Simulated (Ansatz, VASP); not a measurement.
This is a calculation of NaCl for Ansatz 0.2.0.

input.yaml

```yaml
crystal:
  lattice:
    - [3.50219, 0.0, 0.0]
    - [0.0, 3.50219, 0.0]
    - [0.0, 0.0, 3.50219]
  atoms:
    - { symbol: Cl, position: [0.5, 0.5, 0.5] }
    - { symbol: Na, position: [0.0, 0.0, 0.0] }
kpoints:
  mp_grid: { grid: [3, 3, 3] }
scf:
  occupations: { method: fermi_dirac, width: 0.03 }
hamiltonian:
  xc: pbe
  pseudopotentials: { kind: all_electron, lapw: { basis_error: 0.002 } }
output:
  forces: true
  stress: true
  eigenvalues: true
```

Potentials or basis: all-electron LAPW, scalar-relativistic.

Run with:

```console
$ ansatz run input.yaml --threads 1 --pin off --max-ram 3072MiB --backend cpu --events-out ev --progress --plain --runs-dir out
```

Question: Translate it to VASP 6.6.1. Potentials there: VASP PAW PBE potentials, release 64 (Cl, Na_pv).

Answer: As run (the cutoff follows the program's own potentials):

Contents of INCAR:

```
SYSTEM = NaCl
PREC = Accurate
ENCUT = 500
EDIFF = 1E-6
ISMEAR = -1
SIGMA = 0.03
LREAL = .FALSE.
LASPH = .TRUE.
NELM = 120
ALGO = Normal
ISIF = 2
LWAVE = .FALSE.
LCHARG = .TRUE.
GGA = PE
LELF = .TRUE.
LVHAR = .TRUE.
NBANDS = 14
GGA_COMPAT = .FALSE.
```

File KPOINTS:

```
Automatic mesh
0
G
  3 3 3
  0 0 0
```

POSCAR

```
NaCl
1.0
    3.5021900000      0.0000000000      0.0000000000
    0.0000000000      3.5021900000      0.0000000000
    0.0000000000      0.0000000000      3.5021900000
Cl Na
1 1
Direct
    0.5000000000      0.5000000000      0.5000000000
    0.0000000000      0.0000000000      0.0000000000
```

Potentials or basis: VASP PAW PBE potentials, release 64 (Cl, Na_pv).

Run with:

```sh
$ cat potpaw_PBE.64/Cl/POTCAR potpaw_PBE.64/Na_pv/POTCAR > POTCAR
$ mpirun -np 1 vasp_std > vasp.out
```

Both were run:

|  | VASP | Ansatz | Ansatz less VASP |
| --- | --- | --- | --- |
| gap on the k mesh at the Fermi level (eV) | 4.08 | 4.09 | 0.000 |
| least direct gap on the mesh (eV) | 4.45 | 4.45 | +0.001 |
| pressure (GPa) | 0.5 | 0.6 | +0.09 |

Ansatz ran all-electron here, and VASP with PAW potentials.

The k mesh is coarse, so the values compare programs but aren't converged.
